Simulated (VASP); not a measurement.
Set up this calculation in VASP 6.6.1, as the native input.

```
Task                   : relaxation of cell and atoms
Functional             : PBE
Potentials or basis    : VASP PAW PBE potentials, release 64 (Ta_pv, Ru_pv)
Cutoff                 : 600 eV
k mesh                 : 6 × 6 × 4
Occupations            : gaussian, width 0.1 eV
Spin                   : no spin polarisation
Dipole correction      : no
Further INCAR settings : ALGO = Fast; EDIFF = 1e-07; IBRION = 2; EDIFFG = -0.04; NSW = 90; ISIF = 3
```

The structure of TaRu5 lies in POSCAR:

```
TaRu5
1.0
    4.7390721600      0.0000000000      0.0000000000
   -2.3695360800      4.1041568800      0.0000000000
    0.0000000000      0.0000000000      4.2988213500
Ta Ru
1 5
Direct
    0.0000000000      0.0000000000      0.5000000000
    0.0000000000      0.6666666700      0.0000000000
    0.6666666700      0.0000000000      0.0000000000
    0.3333333300      0.3333333300      0.0000000000
    0.3333333300      0.6666666700      0.5000000000
    0.6666666700      0.3333333300      0.5000000000
```

One way to write it, as run:

INCAR

```
SYSTEM = TaRu5
PREC = Accurate ; ENCUT = 600
EDIFF = 1E-7 ; ISMEAR = 0
SIGMA = 0.1 ; LREAL = .FALSE.
LASPH = .TRUE. ; NELM = 100
ALGO = Fast ; ISIF = 3
LWAVE = .FALSE. ; LCHARG = .FALSE.
GGA = PE ; IBRION = 2
NSW = 90 ; EDIFFG = -0.04
```

KPOINTS

```
Automatic mesh
0
G
  6 6 4
  0 0 0
```

Potentials or basis: VASP PAW PBE potentials, release 64 (Ta_pv, Ru_pv).

Command:

```sh
$ cat potpaw_PBE.64/Ta_pv/POTCAR potpaw_PBE.64/Ru_pv/POTCAR > POTCAR
$ mpirun -np 1 vasp_std > vasp.out
```

It gave:

The relaxed volume is 14.47 Å³/atom. The relaxed cell is a = 4.792 Å, b = 4.792 Å, c = 4.366 Å, α = 90.00°, β = 90.00°, γ = 120.00°. The space group after relaxing (to 0.1 Å) is P-62m (No. 189). The energy gained by relaxing is 29.3 meV/atom, the ionic steps are 9 and the pressure after relaxing is -0.1 GPa. The largest force after relaxing is 0.013 eV/Å. The band gap on the k mesh is zero (an odd number of electrons rules out a gap without spin polarisation).

Caveat: the k points lie up to 0.36 Å⁻¹ apart in the final cell, too coarse for converged energies and pressures of a metal; spin-orbit coupling is left out, which moves the levels of the heavy elements.

Run time: 15 min on 1 thread of Intel(R) Xeon(R) Platinum 8488C (Sapphire Rapids), with other jobs on the host, peak memory 0.29 GiB.
